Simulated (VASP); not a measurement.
Here is a VASP 6.6.1 calculation.

Contents of INCAR:

```
ALGO = Normal
EDIFF = 1E-6
ENCUT = 500
GGA = PE
GGA_COMPAT = F
ISIF = 2
ISMEAR = 0
LASPH = T
LCHARG = T
LELF = T
LREAL = F
LVHAR = T
LWAVE = F
NBANDS = 30
NELM = 120
PREC = Accurate
SIGMA = 0.1
```

File KPOINTS:

```
k-points
0
Gamma
  6 6 2
```

File POSCAR:

```
Al2Rh
1.0
    2.8487824875      0.0000000000      0.0000000000
    0.0000000000      2.8487824875      0.0000000000
    0.0000000000      0.0000000000     12.0608407048
Al Rh
4 2
Direct
    0.0000000000      0.5000000000      0.8333568073
    0.0000000000      0.5000000000      0.3333568073
    0.5000000000      0.0000000000      0.6666431927
    0.5000000000      0.0000000000      0.1666431927
    0.0000000000      0.0000000000      0.5000000000
    0.5000000000      0.5000000000      0.0000000000
```

Potentials or basis: VASP PAW PBE potentials, release 64 (Al, Rh_pv).

Run with:

```sh
$ cat potpaw_PBE.64/Al/POTCAR potpaw_PBE.64/Rh_pv/POTCAR > POTCAR
$ mpirun -np 1 vasp_std > vasp.out
```

Q: Predict the largest force.

A: 0.018 eV/Å.

Q: Predict the pressure.

A: 0.0 GPa.

Q: What does it give for the band gap on the k mesh?

A: Zero (bands 21 and 22 overlap by 2.51 eV).

Forces in eV/Å, atoms in the order of the input:
```
Al   0.000  0.000 -0.018
Al   0.000  0.000 -0.018
Al   0.000  0.000  0.018
Al   0.000  0.000  0.018
Rh   0.000  0.000  0.000
Rh   0.000  0.000  0.000
```

Caveat: the k points lie up to 0.37 Å⁻¹ apart, too coarse for converged energies and pressures of a metal.
